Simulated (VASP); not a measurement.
# HfB4 (P6_3/mmc) in VASP: relaxation of cell and atoms with PBE+D3(BJ)

Aim: the relaxation of cell and atoms of HfB4 with PBE+D3(BJ).

Everything below comes from runs of VASP 6.6.1. Logs are shortened: lines on timing, memory, paths and dates and some standing lists are left out, and cuts for length are marked.

### 1 The cell of the first run

Symmetry: P6_3/mmc, No. 194, hexagonal system. The conventional cell has a = 3.118 Å, b = 3.118 Å, c = 10.738 Å, α = 90.00°, β = 90.00°, γ = 120.00°. Hf (site symmetry -6m2) has 12 B at 2.37 to 2.52 Å within 3.1 Å. B (site symmetry 3m) has 3 B at 1.82 Å and 3 Hf at 2.37 Å within 2.4 Å. B (site symmetry 3m) has 4 B at 1.82 to 1.83 Å within 2.4 Å.

### 2 Relaxation of cell and atoms, PBE+D3(BJ)

File INCAR:

```
PREC = Accurate
ENCUT = 600
EDIFF = 1E-7
ISMEAR = 0
SIGMA = 0.1
LREAL = False
LASPH = True
NELM = 80
ALGO = Normal
ISIF = 3
LWAVE = False
LCHARG = False
GGA = PE
IVDW = 12
IBRION = 2
NSW = 100
EDIFFG = -0.01
```

File KPOINTS:

```
regular mesh
0
Gamma
  12 12 4
```

File POSCAR:

```
HfB4
1.0
    3.1184870985      0.0000000000      0.0000000000
   -1.5592435492      2.7006890487      0.0000000000
    0.0000000000      0.0000000000     10.7380895012
Hf B
2 8
Direct
    0.3333333333      0.6666666667      0.7500000000
    0.6666666667      0.3333333333      0.2500000000
    0.6666666667      0.3333333333      0.6067261810
    0.0000000000      0.0000000000      0.5853720717
    0.6666666667      0.3333333333      0.8932738190
    0.0000000000      0.0000000000      0.9146279283
    0.3333333333      0.6666666667      0.1067261810
    0.0000000000      0.0000000000      0.0853720717
    0.3333333333      0.6666666667      0.3932738190
    0.0000000000      0.0000000000      0.4146279283
```

Potentials or basis: VASP PAW PBE potentials, release 64 (Hf_pv, B).

Command:

```
> cat potpaw_PBE.64/Hf_pv/POTCAR potpaw_PBE.64/B/POTCAR > POTCAR
> mpirun -np 1 vasp_std > vasp.out
```

OUTCAR:

```text
PREC = Accurate
   ENCUT = 600
   EDIFF = 1E-7
   ISMEAR = 0
   LREAL = False
   LASPH = True
   NELM = 80
   ISIF = 3
   GGA = PE
   IVDW = 12
   IBRION = 2
   NSW = 100
   EDIFFG = -0.01
 IVDW          = 12

 ion  position               nearest neighbor table
   1  0.333  0.667  0.750-   3 2.37   5 2.37   3 2.37   5 2.37   3 2.37   5 2.37   4 2.52   6 2.52
                             4 2.52   6 2.52   4 2.52   6 2.52
   2  0.667  0.333  0.250-   7 2.37   9 2.37   7 2.37   9 2.37   7 2.37   9 2.37   8 2.52  10 2.52
                             8 2.52  10 2.52   8 2.52  10 2.52
   3  0.667  0.333  0.607-   4 1.82   4 1.82   4 1.82   1 2.37   1 2.37   1 2.37
   4  0.000  0.000  0.585-   3 1.82   3 1.82   3 1.82  10 1.83   1 2.52   1 2.52   1 2.52
   5  0.667  0.333  0.893-   6 1.82   6 1.82   6 1.82   1 2.37   1 2.37   1 2.37
   6  0.000  0.000  0.915-   5 1.82   5 1.82   5 1.82   8 1.83   1 2.52   1 2.52   1 2.52
   7  0.333  0.667  0.107-   8 1.82   8 1.82   8 1.82   2 2.37   2 2.37   2 2.37
   8  0.000  0.000  0.085-   7 1.82   7 1.82   7 1.82   6 1.83   2 2.52   2 2.52   2 2.52
   9  0.333  0.667  0.393-  10 1.82  10 1.82  10 1.82   2 2.37   2 2.37   2 2.37
  10  0.000  0.000  0.415-   9 1.82   9 1.82   9 1.82   4 1.83   2 2.52   2 2.52   2 2.52

  LATTYP: Found a hexagonal cell.
 ALAT       =     3.1184870985
 C/A-ratio  =     3.4433650556

  Lattice vectors:

 A1 = (   3.1184870985,   0.0000000000,   0.0000000000)
 A2 = (  -1.5592435492,   2.7006890487,   0.0000000000)
 A3 = (   0.0000000000,   0.0000000000,  10.7380895012)

Analysis of symmetry for initial positions (statically):
=====================================================================
 Subroutine PRICEL returns:
 Original cell was already a primitive cell.

 Routine SETGRP: Setting up the symmetry group for a
 hexagonal supercell.

 Subroutine GETGRP returns: Found 24 space group operations
 (whereof 12 operations were pure point group operations)
 out of a pool of 24 trial point group operations.

The static configuration has the point symmetry D_3d.
 The point group associated with its full space group is D_6h.

Analysis of symmetry for dynamics (positions and initial velocities):
=====================================================================
 Subroutine PRICEL returns:
 Original cell was already a primitive cell.

 Routine SETGRP: Setting up the symmetry group for a
 hexagonal supercell.

 Subroutine GETGRP returns: Found 24 space group operations
 (whereof 12 operations were pure point group operations)
 out of a pool of 24 trial point group operations.

The dynamic configuration has the point symmetry D_3d.
 The point group associated with its full space group is D_6h.

 Subroutine INISYM returns: Found 24 space group operations
 (whereof 12 operations are pure point group operations),
 and found     1 'primitive' translations

----------------------------------------------------------------------------------------

                                     Primitive cell

  volume of cell :      90.4369

  direct lattice vectors                    reciprocal lattice vectors
     3.118487099  0.000000000  0.000000000     0.320668314  0.185137937  0.000000000
    -1.559243549  2.700689049  0.000000000     0.000000000  0.370275875  0.000000000
     0.000000000  0.000000000 10.738089501     0.000000000  0.000000000  0.093126436

  length of vectors
     3.118487099  3.118487098 10.738089501     0.370275875  0.370275875  0.093126436

  position of ions in fractional coordinates (direct lattice)
     0.333333333  0.666666667  0.750000000
     0.666666667  0.333333333  0.250000000
     0.666666667  0.333333333  0.606726181
     0.000000000  0.000000000  0.585372072
     0.666666667  0.333333333  0.893273819
     0.000000000  0.000000000  0.914627928
     0.333333333  0.666666667  0.106726181
     0.000000000  0.000000000  0.085372072
     0.333333333  0.666666667  0.393273819
     0.000000000  0.000000000  0.414627928

  ion indices of the primitive-cell ions
   primitive index   ion index
                 1           1
                 2           2
                 3           3
                 4           4
                 5           5
                 6           6
                 7           7
                 8           8
                 9           9
                10          10

----------------------------------------------------------------------------------------

 KPOINTS: regular mesh

Automatic generation of k-mesh.
 Grid dimensions read from file:
 generate k-points for:   12   12    4

 Generating k-lattice:

  Cartesian coordinates                     Fractional coordinates (reciprocal lattice)
     0.026722359  0.015428161  0.000000000     0.083333333  0.000000000  0.000000000
     0.000000000  0.030856323  0.000000000     0.000000000  0.083333333  0.000000000
     0.000000000  0.000000000  0.023281609     0.000000000  0.000000000  0.250000000

  Length of vectors
     0.030856323  0.030856323  0.023281609

  Shift w.r.t. Gamma in fractional coordinates (k-lattice)
     0.000000000  0.000000000  0.000000000

 Subroutine IBZKPT returns following result:
 ===========================================

 Found     57 irreducible k-points:

 Following reciprocal coordinates:
            Coordinates               Weight
  0.000000  0.000000  0.000000      1.000000
  0.083333  0.000000  0.000000      6.000000
  0.166667  0.000000  0.000000      6.000000
  0.250000  0.000000  0.000000      6.000000
  0.333333  0.000000  0.000000      6.000000
  0.416667  0.000000  0.000000      6.000000
[... 16 lines left out ...]
  0.250000  0.000000  0.250000     12.000000
  0.333333  0.000000  0.250000     12.000000
 [... further k-points ...]
   k-points           NKPTS =     57   k-points in BZ     NKDIM =     57   number of bands    NBANDS=     28
   number of dos      NEDOS =    301   number of ions     NIONS =     10
   total plane-waves  NPLWV =  70560
   dimension x,y,z NGX =    28 NGY =   28 NGZ =   90
   dimension x,y,z NGXF=    56 NGYF=   56 NGZF=  180
   ions per type =               2   8
   NGX,Y,Z   is equivalent  to a cutoff of  14.93, 14.93, 13.93 a.u.
   NGXF,Y,Z  is equivalent  to a cutoff of  29.85, 29.85, 27.87 a.u.
 SYSTEM =  unknown system
   PREC   = accura    normal or accurate (medium, high low for compatibility)
   ISTART =      0    job   : 0-new  1-cont  2-samecut
   ICHARG =      2    charge: 1-file 2-atom 10-const
   ISPIN  =      1    spin polarized calculation?
   LNONCOLLINEAR =      F non collinear calculations
   LSORBIT =      F    spin-orbit coupling
   LASPH  =      T    aspherical Exc in radial PAW
   ENCUT  =  600.0 eV  44.10 Ry    6.64 a.u.   6.23  6.23 21.45*2*pi/ulx,y,z
   NELM   =     80;   NELMIN=  2; NELMDL= -5     # of ELM steps
   EDIFF  = 0.1E-06   stopping-criterion for ELM
   LREAL  =      F    real-space projection
   EDIFFG = -.1E-01   stopping-criterion for IOM
   NSW    =    100    number of steps for IOM
   IBRION =      2    ionic relax: 0-MD 1-quasi-New 2-CG
   NFREE  =      1    steps in history (QN), initial steepest desc. (CG)
   ISIF   =      3    stress and relaxation
   ISYM   =      2    0-nonsym 1-usesym 2-fastsym
   POTIM  = 0.5000    time-step for ionic-motion
   TEBEG  =    0.0;   TEEND  =   0.0 temperature during run
   PSTRESS=    0.0 pullay stress
   NELECT =      44.0000    total number of electrons
   NUPDOWN=      -1.0000    fix difference up-down
   EMIN   =  10.00;   EMAX   =-10.00  energy-range for DOS
   EFERMI =   0.00;   METHOD = LEGACY
   ISMEAR =     0;   SIGMA  =   0.10  broadening in eV -4-tet -1-fermi 0-gaus
   EFERMI_NEDOS =   21; number of points for ismear=-14 and -15
   IALGO  =     38    algorithm
   IMIX   =      4    mixing-type and parameters
     AMIX     =   0.40;   BMIX     =  1.00
     AMIX_MAG =   1.60;   BMIX_MAG =  1.00
  volume/ion in A,a.u.               =       9.04        61.03
  Fermi-wavevector in a.u.,A,eV,Ry     =   1.287589  2.433190 22.556895  1.657885
  Thomas-Fermi vector in A             =   2.419594
   LORBIT       =      0    0 simple, 1 ext, 2 COOP (PROOUT), +10 PAW based schemes
   GGA     = PE    functional components
   LHFCALC =     F    Hartree Fock is set to
   AEXX    =    0.0000 exact exchange contribution
   IVDW    =    12    specifies the selected vdW correction
   LEPSILON=     F    determine dielectric tensor
   LRPA    =     F    only Hartree local field effects (RPA)
 conjugate gradient relaxation of ions
 non-spin polarized calculation
 Gauss-broadening in eV      SIGMA  =   0.10
  energy-cutoff  :      600.00
  volume of cell :       90.44
 maximum number of plane-waves:      3040
 NGX is ok and might be reduce to    28
   NGX = 13   NGY = 13   NGZ = 43

--------------------------------------- Ionic step        1  -------------------------------------------

 number of electron      43.9999998 magnetization

 Free energy of the ion-electron system (eV)
  ---------------------------------------------------
  ext. energy  EPLUGINS =         0.00000000
  ---------------------------------------------------
  free energy    TOTEN  =       -75.75120134 eV

  energy without entropy =      -75.74726766  energy(sigma->0) =      -75.74923450

------------------------ aborting loop because EDIFF is reached ----------------------------------------

 Edisp (eV)   -2.96168

 E8    (eV) :    -1.2345

  FORCE on cell =-STRESS in cart. coord.  units (eV):
  Direction    XX          YY          ZZ          XY          YZ          ZX
  --------------------------------------------------------------------------------------
  -------------------------------------------------------------------------------------
  Total      -0.01156    -0.01156    -0.38702    -0.00000     0.00000    -0.00000
  in kB      -0.20477    -0.20477    -6.85641    -0.00000     0.00000    -0.00000
  external pressure =       -2.42 kB  Pullay stress =        0.00 kB
[... 125 lines left out ...]
  energy  without entropy=      -78.7098747962  energy(sigma->0) =      -78.71178968

--------------------------------------- Ionic step        4  -------------------------------------------

 number of electron      43.9999998 magnetization

 Free energy of the ion-electron system (eV)
  ---------------------------------------------------
  ext. energy  EPLUGINS =         0.00000000
  ---------------------------------------------------
  free energy    TOTEN  =       -75.74978085 eV

  energy without entropy =      -75.74597539  energy(sigma->0) =      -75.74787812

 E-fermi :   6.7313     XC(G=0): -12.1988

 val. band max:        6.7057326920   @ k =   0.3333   0.3333   0.5000
 cond. band min:       6.7505250610   @ k =   0.0833   0.0833   0.0000
 fundamental gap:      0.0447923691
 Fermi energy:         6.7313399938

 k-point     1 :       0.0000    0.0000    0.0000
  band No.  band energies     occupation
      1     -23.6833      2.00000
      2     -23.6801      2.00000
      3     -23.0971      2.00000
      4     -23.0971      2.00000
      5     -23.0970      2.00000
      6     -23.0970      2.00000
[... 733 lines left out ...]
     27      10.9974      0.00000
     28      11.1696      0.00000

 [... further k-points ...]

------------------------ aborting loop because EDIFF is reached ----------------------------------------

 Edisp (eV)   -2.96393

 E8    (eV) :    -1.2355

  FORCE on cell =-STRESS in cart. coord.  units (eV):
  Direction    XX          YY          ZZ          XY          YZ          ZX
  --------------------------------------------------------------------------------------
  -------------------------------------------------------------------------------------
  Total      -0.08855    -0.08855    -0.02940    -0.00000     0.00000     0.00000
  in kB      -1.56985    -1.56985    -0.52128    -0.00000     0.00000     0.00000
  external pressure =       -1.22 kB  Pullay stress =        0.00 kB
[... 25 lines left out ...]
  FREE ENERGIE OF THE ION-ELECTRON SYSTEM (eV)
  ---------------------------------------------------
  free  energy   TOTEN  =       -78.7137081603 eV

  energy  without entropy=      -78.7099026936  energy(sigma->0) =      -78.71180543

 reached required accuracy - stopping structural energy minimisation
```

Run time: 5.4 min. Hardware: 1 thread of AMD EPYC 9R45 (Zen 5), shared host; peak memory 0.34 GiB.

What came out:

| Item | Value |
| --- | --- |
| Free energy | -78.7137 eV |
| Relaxed volume | 9.04 Å³/atom |
| Relaxed cell | a = 3.120 Å, b = 3.120 Å, c = 10.721 Å, α = 90.00°, β = 90.00°, γ = 120.00° |
| Space group after relaxing (to 0.05 Å) | P6_3/mmc (No. 194) |
| Energy gained by relaxing | 0.1 meV/atom |
| Ionic steps | 4 |
| Pressure after relaxing | -0.1 GPa |
| Largest force after relaxing | 0.006 eV/Å |
| Band gap on the k mesh | zero (band 22 reaches 6.84 eV, above the bottom of band 23 at 6.55 eV) |
| Dispersion energy per atom | -0.296 eV |

Forces on the atoms (eV/Å):
```
Hf   0.000  0.000  0.000
Hf   0.000  0.000  0.000
B    0.000  0.000  0.006
B    0.000  0.000 -0.004
B    0.000  0.000 -0.006
B    0.000  0.000  0.004
B    0.000  0.000  0.006
B    0.000  0.000 -0.004
B    0.000  0.000 -0.006
B    0.000  0.000  0.004
```

The path:
```tsv
step	energy change (eV)	largest force (eV/Å)	pressure (GPa)	volume (Å³)
1	0.0000	0.0740	-0.24	90.44
2	-0.0008	0.0050	0.19	90.26
3	-0.0008	0.0056	0.15	90.27
4	-0.0008	0.0062	-0.12	90.37
```

Final structure:
```cif
data_structure
_symmetry_space_group_name_H-M 'P 1'
_symmetry_Int_Tables_number 1
_cell_length_a 3.1199
_cell_length_b 3.1199
_cell_length_c 10.7207
_cell_angle_alpha 90.000
_cell_angle_beta 90.000
_cell_angle_gamma 120.000
_cell_volume 90.37
loop_
_atom_site_label
_atom_site_type_symbol
_atom_site_fract_x
_atom_site_fract_y
_atom_site_fract_z
_atom_site_occupancy
Hf1 Hf 0.33333 0.66667 0.75000 1
Hf2 Hf 0.66667 0.33333 0.25000 1
B1 B 0.66667 0.33333 0.60666 1
B2 B 0.00000 0.00000 0.58572 1
B3 B 0.66667 0.33333 0.89334 1
B4 B 0.00000 0.00000 0.91428 1
B5 B 0.33333 0.66667 0.10666 1
B6 B 0.00000 0.00000 0.08572 1
B7 B 0.33333 0.66667 0.39334 1
B8 B 0.00000 0.00000 0.41428 1
```

Levels at points of the mesh, in eV from the Fermi level:
```tsv
k point	band 19	band 20	band 21	band 22	band 23	band 24	band 25	band 26
(0.00, 0.00, 0.00)	-0.82	0.06	0.06	0.11	1.71	1.71	1.97	1.97
(0.50, 0.00, 0.00)	-3.08	-2.98	-2.04	-1.50	-0.18	0.96	1.90	2.80
(0.00, 0.00, 0.50)	-0.31	-0.31	-0.31	-0.31	1.68	1.68	1.68	1.68
(0.50, 0.00, 0.50)	-2.46	-2.46	-2.10	-2.10	0.45	0.45	2.32	2.32
```

Caveat: spin-orbit coupling is left out, which moves the levels of the heavy elements; pairwise dispersion overbinds metals, which lowers pressure and volume.
